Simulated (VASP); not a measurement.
# CdTe (F-43m) in VASP: a series of runs

CdTe is run at these levels: PBEsol; tasks: relaxation of cell and atoms, single point.

All numbers are computed with VASP 6.6.1; they aren't measurements. Logs are shortened: lines on timing, memory, paths and dates and some standing lists are left out, and cuts for length are marked.

**1. The cell of the first run**

Symmetry: F-43m, No. 216, cubic system. The conventional cell has a = 6.489 Å, b = 6.489 Å, c = 6.489 Å, α = 90.00°, β = 90.00°, γ = 90.00°. Cd (site symmetry -43m) has 4 Te at 2.81 Å within 3.7 Å. Te (site symmetry -43m) has 4 Cd at 2.81 Å within 3.7 Å.

**2. Relaxation of cell and atoms, PBEsol, target pressure 4 GPa, at which the enthalpy is minimised**

File INCAR:

```
SYSTEM = CdTe
  PREC = Accurate
  ENCUT = 600
  EDIFF = 1E-6
  ISMEAR = 0
  SIGMA = 0.01
  LREAL = .FALSE.
  LASPH = .TRUE.
  NELM = 100
  ALGO = Normal
  ISIF = 3
  LWAVE = .FALSE.
  LCHARG = .FALSE.
  GGA = PS
  IBRION = 2
  NSW = 100
  EDIFFG = -0.002
  PSTRESS = 40.0
```

File KPOINTS:

```
Automatic mesh
0
G
  6 6 6
  0 0 0
```

File POSCAR:

```
CdTe
1.0
    3.2447046504      3.2447046504      0.0000000000
   -3.2447046504      3.2447046504      0.0000000000
    0.0000000000      3.2447046504      3.2447046504
Cd Te
1 1
Direct
    0.0000000000      0.0000000000      0.0000000000
    0.7500000000      0.2500000000      0.5000000000
```

Potentials or basis: VASP PAW PBE potentials, release 64 (Cd, Te).

Started as:

```
$ cat potpaw_PBE.64/Cd/POTCAR potpaw_PBE.64/Te/POTCAR > POTCAR
$ mpirun -np 1 vasp_std > vasp.out
```

OUTCAR:

```text
SYSTEM = CdTe
   PREC = Accurate
   ENCUT = 600
   EDIFF = 1E-6
   ISMEAR = 0
   LREAL = .FALSE.
   LASPH = .TRUE.
   NELM = 100
   ISIF = 3
   GGA = PS
   IBRION = 2
   NSW = 100
   EDIFFG = -0.002
   PSTRESS = 40.0

 ion  position               nearest neighbor table
   1  0.000  0.000  0.000-   2 2.81   2 2.81   2 2.81   2 2.81
   2  0.750  0.250  0.500-   1 2.81   1 2.81   1 2.81   1 2.81

  LATTYP: Found a face centered cubic cell.
 ALAT       =     6.4894093008

  Lattice vectors:

 A1 = (   0.0000000000,   3.2447046504,   3.2447046504)
 A2 = (   3.2447046504,   0.0000000000,   3.2447046504)
 A3 = (   3.2447046504,   3.2447046504,   0.0000000000)

Analysis of symmetry for initial positions (statically):
=====================================================================
 Subroutine PRICEL returns:
 Original cell was already a primitive cell.

 Routine SETGRP: Setting up the symmetry group for a
 face centered cubic supercell.

 Subroutine GETGRP returns: Found 24 space group operations
 (whereof 24 operations were pure point group operations)
 out of a pool of 48 trial point group operations.

The static configuration has the point symmetry T_d .

Analysis of symmetry for dynamics (positions and initial velocities):
=====================================================================
 Subroutine PRICEL returns:
 Original cell was already a primitive cell.

 Routine SETGRP: Setting up the symmetry group for a
 face centered cubic supercell.

 Subroutine GETGRP returns: Found 24 space group operations
 (whereof 24 operations were pure point group operations)
 out of a pool of 48 trial point group operations.

The dynamic configuration has the point symmetry T_d .

 Subroutine INISYM returns: Found 24 space group operations
 (whereof 24 operations are pure point group operations),
 and found     1 'primitive' translations

----------------------------------------------------------------------------------------

                                     Primitive cell

  volume of cell :      68.3212

  direct lattice vectors                    reciprocal lattice vectors
     3.244704650  3.244704650  0.000000000     0.154097230  0.154097230 -0.154097230
    -3.244704650  3.244704650  0.000000000    -0.154097230  0.154097230 -0.154097230
     0.000000000  3.244704650  3.244704650     0.000000000  0.000000000  0.308194461

  length of vectors
     4.588705322  4.588705322  4.588705322     0.266904232  0.266904232  0.308194461

  position of ions in fractional coordinates (direct lattice)
     0.000000000  0.000000000  0.000000000
     0.750000000  0.250000000  0.500000000

  ion indices of the primitive-cell ions
   primitive index   ion index
                 1           1
                 2           2

----------------------------------------------------------------------------------------

 KPOINTS: Automatic mesh

Automatic generation of k-mesh.
 Grid dimensions read from file:
 generate k-points for:    6    6    6

 Generating k-lattice:

  Cartesian coordinates                     Fractional coordinates (reciprocal lattice)
     0.025682872  0.025682872 -0.025682872     0.166666667  0.000000000  0.000000000
    -0.025682872  0.025682872 -0.025682872     0.000000000  0.166666667  0.000000000
     0.000000000  0.000000000  0.051365743     0.000000000  0.000000000  0.166666667

  Length of vectors
     0.044484039  0.044484039  0.051365743

  Shift w.r.t. Gamma in fractional coordinates (k-lattice)
     0.000000000  0.000000000  0.000000000

 Subroutine IBZKPT returns following result:
 ===========================================

 Found     16 irreducible k-points:

 Following reciprocal coordinates:
            Coordinates               Weight
  0.000000  0.000000  0.000000      1.000000
  0.166667  0.000000  0.000000      8.000000
  0.333333  0.000000  0.000000      8.000000
  0.500000  0.000000  0.000000      4.000000
  0.166667  0.166667  0.000000     12.000000
  0.333333  0.166667  0.000000     24.000000
[... 8 lines left out ...]
[... 37 lines left out ...]
  Thomas-Fermi vector in A             =   2.184460
   LORBIT       =      0    0 simple, 1 ext, 2 COOP (PROOUT), +10 PAW based schemes
   GGA     = PS    functional components
   LHFCALC =     F    Hartree Fock is set to
   AEXX    =    0.0000 exact exchange contribution
   IVDW    =     0    specifies the selected vdW correction
   LEPSILON=     F    determine dielectric tensor
   LRPA    =     F    only Hartree local field effects (RPA)
 conjugate gradient relaxation of ions
 non-spin polarized calculation
 Gauss-broadening in eV      SIGMA  =   0.01
  energy-cutoff  :      600.00
  volume of cell :       68.32
 maximum number of plane-waves:      2301
 NGX is ok and might be reduce to    40
   NGX = 19   NGY = 19   NGZ = 19

--------------------------------------- Ionic step        1  -------------------------------------------

 number of electron      17.9999998 magnetization

 Free energy of the ion-electron system (eV)
  ---------------------------------------------------
  ext. energy  EPLUGINS =         0.00000000
  ---------------------------------------------------
  free energy    TOTEN  =        -5.48346688 eV

  energy without entropy =       -5.48346688  energy(sigma->0) =       -5.48346688

------------------------ aborting loop because EDIFF is reached ----------------------------------------

  FORCE on cell =-STRESS in cart. coord.  units (eV):
  Direction    XX          YY          ZZ          XY          YZ          ZX
  --------------------------------------------------------------------------------------
  -------------------------------------------------------------------------------------
  Total        0.0593323      0.0593323      0.0593323      0.0000000      0.0000000      0.0000000
  in kB        1.3913811      1.3913811      1.3913811      0.0000000      0.0000000      0.0000000
  external PRESSURE =     -38.6086189 kB  Pullay stress =      40.0000000 kB
[... 93 lines left out ...]
  FREE ENERGIE OF THE ION-ELECTRON SYSTEM (eV)
  ---------------------------------------------------
  free  energy   TOTEN  =        -5.4231861523 eV

  energy  without entropy=       -5.4231861523  energy(sigma->0) =       -5.42318615

  enthalpy is  TOTEN    =        -3.8427700858 eV   P V=        1.5804160664

[... ionic steps 4 to 9 ...]

--------------------------------------- Ionic step       10  -------------------------------------------

 number of electron      18.0000002 magnetization

------------------------ aborting loop because EDIFF is reached ----------------------------------------

  FORCE on cell =-STRESS in cart. coord.  units (eV):
  Direction    XX          YY          ZZ          XY          YZ          ZX
  --------------------------------------------------------------------------------------
  -------------------------------------------------------------------------------------
  Total        1.5860016      1.5860016      1.5860016      0.0000000     -0.0000000      0.0000000
  in kB       40.1519832     40.1519832     40.1519832      0.0000000     -0.0000000      0.0000000
  external PRESSURE =       0.1519832 kB  Pullay stress =      40.0000000 kB
[... 61 lines left out ...]
  enthalpy is  TOTEN    =        -3.8427708718 eV   P V=        1.5801035136

--------------------------------------- Ionic step       12  -------------------------------------------

 number of electron      18.0000002 magnetization

 Free energy of the ion-electron system (eV)
  ---------------------------------------------------
  ext. energy  EPLUGINS =         0.00000000
  ---------------------------------------------------
  free energy    TOTEN  =        -5.42318995 eV

  energy without entropy =       -5.42318995  energy(sigma->0) =       -5.42318995

 E-fermi :   2.9747     XC(G=0):  -9.1048

 val. band max:        2.9049625670   @ k =   0.0000   0.0000   0.0000
 cond. band min:       3.7840316369   @ k =   0.0000   0.0000   0.0000
 fundamental gap:      0.8790690700
 Fermi energy:         2.9746844979

 k-point     1 :       0.0000    0.0000    0.0000
  band No.  band energies     occupation
      1      -8.7530      2.00000
      2      -5.6405      2.00000
      3      -5.6405      2.00000
      4      -5.6405      2.00000
      5      -5.3177      2.00000
      6      -5.3177      2.00000
      7       2.9050      2.00000
      8       2.9050      2.00000
      9       2.9050      2.00000
     10       3.7840      0.00000
     11       7.3865      0.00000
     12       7.3865      0.00000
     13       7.3865      0.00000
[... 267 lines left out ...]
  FREE ENERGIE OF THE ION-ELECTRON SYSTEM (eV)
  ---------------------------------------------------
  free  energy   TOTEN  =        -5.4231899495 eV

  energy  without entropy=       -5.4231899495  energy(sigma->0) =       -5.42318995

  enthalpy is  TOTEN    =        -3.8427706062 eV   P V=        1.5804193434

 reached required accuracy - stopping structural energy minimisation
```

Wall time 1.8 min (1 thread of Intel Xeon Platinum 8259CL at 2.50GHz (Skylake/Cascade Lake), shared host); peak memory 0.25 GiB.

Results:

* Free energy: -5.4232 eV
* Relaxed volume: 31.65 Å³/atom
* Relaxed cell: a = 4.473 Å, b = 4.473 Å, c = 4.473 Å, α = 60.00°, β = 60.00°, γ = 90.00°
* Space group after relaxing (to 0.05 Å): F-43m (No. 216)
* Energy change on relaxing (the enthalpy is what falls): +30.1 meV/atom
* Ionic steps: 12
* Pressure after relaxing: 4.0 GPa
* Band gap on the k mesh: 0.88 eV, direct

The path:
```
step  energy change (eV)  largest force (eV/Å)  pressure (GPa)  volume (Å³)
   1              0.0000                0.0000            0.14        68.32
   2              0.1552                0.0000            6.99        60.50
   3              0.0603                0.0000            3.98        63.30
   4              0.0627                0.0000            4.08        63.20
   5              0.0592                0.0000            3.96        63.35
   6              0.0607                0.0000            3.98        63.29
   7              0.0610                0.0000            4.01        63.27
   8              0.0608                0.0000            4.01        63.28
   9              0.0608                0.0000            4.02        63.28
  10              0.0607                0.0000            4.02        63.29
  11              0.0606                0.0000            4.02        63.29
  12              0.0603                0.0000            3.99        63.30
```

Final structure:
```
Cd Te
1.0
     3.16323    3.16323    0.00000
    -3.16323    3.16323    0.00000
     0.00000    3.16323    3.16323
Cd Te
1 1
Direct
  0.00000 0.00000 0.00000
  0.75000 0.25000 0.50000
```

Levels at points of the mesh, in eV from the valence-band top:
```tsv
k point	band 7	band 8	band 9	band 10	band 11	band 12
(0.00, 0.00, 0.00)	0.00	0.00	0.00	0.88	4.48	4.48
(0.50, 0.00, 0.00)	-4.92	-0.90	-0.90	1.79	5.09	5.09
(0.50, 0.50, 0.00)	-4.72	-2.15	-2.15	2.31	2.56	9.14
```

Caveat: the cell is relaxed towards a set pressure, so the enthalpy falls and the energy may rise; the PAW data sets were made with another functional, which shifts forces and pressure a little; spin-orbit coupling is left out, which moves the levels of the heavy elements. As with any semilocal functional, this PBEsol gap is likely too small.

**3. Relaxation of cell and atoms, PBEsol, target pressure 7 GPa, at which the enthalpy is minimised**

File INCAR:

```
SYSTEM = CdTe
ALGO = Normal
EDIFF = 1E-6
EDIFFG = -0.002
ENCUT = 600
GGA = PS
IBRION = 2
ISIF = 3
ISMEAR = 0
LASPH = .TRUE.
LCHARG = .FALSE.
LREAL = .FALSE.
LWAVE = .FALSE.
NELM = 80
NSW = 100
PREC = Accurate
PSTRESS = 70.0
SIGMA = 0.01
```

File KPOINTS:

```
k-points
0
G
  6 6 6
  0 0 0
```

POSCAR is that of step 2.

Potentials or basis: VASP PAW PBE potentials, release 64 (Cd, Te).

Started as:

```
$ cat potpaw_PBE.64/Cd/POTCAR potpaw_PBE.64/Te/POTCAR > POTCAR
$ mpirun -np 1 vasp_std > vasp.out
```

Run time: 96 s. Hardware: 1 thread of Intel Xeon Platinum 8259CL at 2.50GHz (Skylake/Cascade Lake), shared host; peak memory 0.25 GiB.

The run converged. Its results:

```yaml
Free_energy: -5.3277 eV
Relaxed_volume: 30.24 Å³/atom
Relaxed_cell: a = 4.406 Å, b = 4.406 Å, c = 4.406 Å, α = 60.00°, β = 60.00°, γ = 90.00°
Space_group_after_relaxing_to_0.05_Å: F-43m (No. 216)
Energy_change_on_relaxing_the_enthalpy_is_what_falls: +77.9 meV/atom
Ionic_steps: 10
Pressure_after_relaxing: 7.0 GPa
Band_gap_on_the_k_mesh: 1.02 eV, direct
```

The path:
```csv
step,energy change (eV),largest force (eV/Å),pressure (GPa),volume (Å³)
1,0.0000,0.0000,0.14,68.32
2,0.5434,0.0000,15.77,54.85
3,0.1514,0.0000,6.88,60.59
4,0.1579,0.0000,7.06,60.44
5,0.1540,0.0000,6.95,60.53
6,0.1557,0.0000,6.98,60.49
7,0.1562,0.0000,7.01,60.48
8,0.1560,0.0000,7.02,60.48
9,0.1559,0.0000,7.02,60.48
10,0.1558,0.0000,7.01,60.49
```

Final structure:
```cif
data_structure
_symmetry_space_group_name_H-M 'P 1'
_symmetry_Int_Tables_number 1
_cell_length_a 4.4061
_cell_length_b 4.4061
_cell_length_c 4.4061
_cell_angle_alpha 60.000
_cell_angle_beta 60.000
_cell_angle_gamma 90.000
_cell_volume 60.49
loop_
_atom_site_label
_atom_site_type_symbol
_atom_site_fract_x
_atom_site_fract_y
_atom_site_fract_z
_atom_site_occupancy
Cd1 Cd 0.00000 0.00000 0.00000 1
Te1 Te 0.75000 0.25000 0.50000 1
```

Levels at points of the mesh, in eV from the valence-band top:
```csv
k point,band 7,band 8,band 9,band 10,band 11,band 12
"(0.00, 0.00, 0.00)",0.00,0.00,0.00,1.02,4.43,4.43
"(0.50, 0.00, 0.00)",-5.22,-0.98,-0.98,1.83,5.05,5.05
"(0.50, 0.50, 0.00)",-4.97,-2.33,-2.33,2.19,2.51,9.41
```

Caveat: the cell is relaxed towards a set pressure, so the enthalpy falls and the energy may rise; the PAW data sets were made with another functional, which shifts forces and pressure a little; spin-orbit coupling is left out, which moves the levels of the heavy elements. A hybrid or GW would open this gap; PBEsol tends to underestimate it.

**4. Relaxation of cell and atoms, PBEsol, target pressure 10 GPa, at which the enthalpy is minimised**

File INCAR:

```
ALGO = Normal
EDIFF = 1E-6
EDIFFG = -0.002
ENCUT = 600
GGA = PS
IBRION = 2
ISIF = 3
ISMEAR = 0
LASPH = True
LCHARG = False
LREAL = False
LWAVE = False
NELM = 100
NSW = 100
PREC = Accurate
PSTRESS = 100.0
SIGMA = 0.01
```

File KPOINTS:

```
k-points
0
Gamma
  6 6 6
```

POSCAR is that of step 3.

Started as:

```
$ cat potpaw_PBE.64/Cd/POTCAR potpaw_PBE.64/Te/POTCAR > POTCAR
$ mpirun -np 1 vasp_std > vasp.out
```

It took 1.7 min on 1 thread of Intel Xeon Platinum 8259CL at 2.50GHz (Skylake/Cascade Lake), shared host; peak memory 0.25 GiB.

The run converged. Its results:

```yaml
Free_energy: -5.2089 eV
Relaxed_volume: 29.12 Å³/atom
Relaxed_cell: a = 4.351 Å, b = 4.351 Å, c = 4.351 Å, α = 60.00°, β = 60.00°, γ = 90.00°
Space_group_after_relaxing_to_0.05_Å: F-43m (No. 216)
Energy_change_on_relaxing_the_enthalpy_is_what_falls: +137.3 meV/atom
Ionic_steps: 8
Pressure_after_relaxing: 10.0 GPa
Band_gap_on_the_k_mesh: 1.14 eV, direct
```

The path:
```csv
step,energy change (eV),largest force (eV/Å),pressure (GPa),volume (Å³)
1,0.0000,0.0000,0.14,68.32
2,1.2675,0.0000,29.23,49.57
3,0.2569,0.0000,9.59,58.52
4,0.2710,0.0000,9.89,58.29
5,0.2829,0.0000,10.19,58.10
6,0.2662,0.0000,9.83,58.37
7,0.2752,0.0000,10.01,58.22
8,0.2745,0.0000,10.00,58.23
```

Final structure:
```yaml
crystal:
  lattice:
    - [3.07646, 3.07646, 0.00000]
    - [-3.07646, 3.07646, 0.00000]
    - [0.00000, 3.07646, 3.07646]
  atoms:
    - { symbol: Cd, position: [0.00000, 0.00000, 0.00000] }
    - { symbol: Te, position: [0.75000, 0.25000, 0.50000] }
```

Levels at points of the mesh, in eV from the valence-band top:
```tsv
k point	band 6	band 7	band 8	band 9	band 10	band 11	band 12	band 13
(0.00, 0.00, 0.00)	-8.55	0.00	0.00	0.00	1.14	4.38	4.38	4.38
(0.50, 0.00, 0.00)	-8.06	-5.48	-1.05	-1.05	1.86	5.02	5.02	6.88
(0.50, 0.50, 0.00)	-7.87	-5.18	-2.50	-2.50	2.09	2.47	9.65	9.86
```

Caveat: the cell is relaxed towards a set pressure, so the enthalpy falls and the energy may rise; the PAW data sets were made with another functional, which shifts forces and pressure a little; spin-orbit coupling is left out, which moves the levels of the heavy elements.

**5. Single point, PBEsol, non-collinear spin, zero start, spin-orbit coupling**

This run uses another cell than the first one, of 32.72 Å³/atom, 0.958 times its volume.

File INCAR:

```
PREC = Accurate
ENCUT = 520
EDIFF = 1E-7
ISMEAR = 0
SIGMA = 0.01
LREAL = False
LASPH = True
NELM = 150
ALGO = Normal
ISIF = 2
LWAVE = False
LCHARG = True
MAGMOM = 0 0 0 0 0 0
LORBIT = 11
LSORBIT = True
GGA_COMPAT = False
LORBMOM = True
GGA = PS
LVHAR = True
NBANDS = 30
```

File KPOINTS:

```
regular mesh
0
Gamma
  6 6 6
```

File POSCAR:

```
CdTe
1.0
    3.1984000502      3.1984000502      0.0000000000
   -3.1984000502      3.1984000502      0.0000000000
    0.0000000000      3.1984000502      3.1984000502
Cd Te
1 1
Direct
    0.0000000000      0.0000000000      0.0000000000
    0.7500000000      0.2500000000      0.5000000000
```

Started as:

```
$ cat potpaw_PBE.64/Cd/POTCAR potpaw_PBE.64/Te/POTCAR > POTCAR
$ mpirun -np 1 vasp_ncl > vasp.out
```

It took 59 s on 1 thread of Intel Xeon 6975P-C (Granite Rapids), shared host; peak memory 0.4 GiB.

Results (log left out):

- Free energy: -5.5893 eV
- Pressure: 2.2 GPa
- Net moment: 0.00 μB per cell
- Valence electrons inside the program's atomic spheres: Cd 10.35; Te 3.44

Moments on the atoms (μB; x, y, z):
```
Cd  0.00 0.00 0.00
Te  0.00 0.00 0.00
```

Caveat: the PAW data sets were made with another functional, which shifts forces and pressure a little.

**6. Single point, PBEsol, non-collinear spin, zero start, spin-orbit coupling**

File INCAR:

```
  ALGO = Normal
  EDIFF = 1E-6
  ENCUT = 520
  GGA = PS
  GGA_COMPAT = F
  ISIF = 2
  ISMEAR = 0
  LASPH = T
  LCHARG = F
  LNONCOLLINEAR = T
  LORBIT = 11
  LORBMOM = T
  LREAL = F
  LSORBIT = T
  LWAVE = F
  MAGMOM = 0 0 0 0 0 0
  NBANDS = 30
  NELM = 150
  PREC = Accurate
  SIGMA = 0.01
```

File KPOINTS:

```
k-points
0
Gamma
  6 6 6
```

File POSCAR:

```
CdTe
1.0
    3.2447046504      3.2447046504      0.0000000000
   -3.2447046504      3.2447046504      0.0000000000
    0.0000000000      3.2447046504      3.2447046504
Cd Te
1 1
Direct
    0.0000000000      0.0000000000      0.0000000000
    0.7500000000      0.2500000000      0.5000000000
```

Potentials or basis: VASP PAW PBE potentials, release 64 (Cd, Te).

Started as:

```
$ cat potpaw_PBE.64/Cd/POTCAR potpaw_PBE.64/Te/POTCAR > POTCAR
$ mpirun -np 1 vasp_ncl > vasp.out
```

Run time: 48 s. Hardware: 1 thread of Intel Xeon 6975P-C (Granite Rapids), shared host; peak memory 0.4 GiB.

The run converged. Its results:

```yaml
Free_energy: -5.6106 eV
Pressure: 0.2 GPa
Net_moment: 0.00 μB per cell
Valence_electrons_inside_the_program's_atomic_spheres: Cd 10.32; Te 3.42
```

Moments on the atoms (μB; x, y, z):
```
Cd  0.00 0.00 0.00
Te  0.00 0.00 0.00
```

Caveat: the PAW data sets were made with another functional, which shifts forces and pressure a little.

**7. Overview**

```tsv
task	spin	cell	cutoff (eV)	gap on the mesh (eV)	pressure (GPa)	moment (μB)
relaxation of cell and atoms	off	relaxed to 4 GPa from a = 4.589 Å, angles 60.0, 60.0, 90.0°, 2 atoms	600	0.88	4.0	-
relaxation of cell and atoms	off	relaxed to 7 GPa from a = 4.589 Å, angles 60.0, 60.0, 90.0°, 2 atoms	600	1.02	7.0	-
relaxation of cell and atoms	off	relaxed to 10 GPa from a = 4.589 Å, angles 60.0, 60.0, 90.0°, 2 atoms	600	1.14	10.0	-
single point	non-collinear, zero start, SOC	a = 4.523 Å, angles 60.0, 60.0, 90.0°, 2 atoms	520	-	2.2	0.00
single point	non-collinear, zero start, SOC	a = 4.589 Å, angles 60.0, 60.0, 90.0°, 2 atoms	520	-	0.2	0.00
```

Alike in all rows: level PBEsol; potentials or basis VASP PAW PBE potentials, release 64 (Cd, Te); k mesh 6 × 6 × 6; smearing gaussian 0.01 eV.

Caveats: the PAW data sets were made with another functional, which shifts forces and pressure a little; the cell is relaxed towards a set pressure, so the enthalpy falls and the energy may rise (some runs); spin-orbit coupling is left out, which moves the levels of the heavy elements (some runs).

Absolute energies hang on the potentials; compare differences alone.
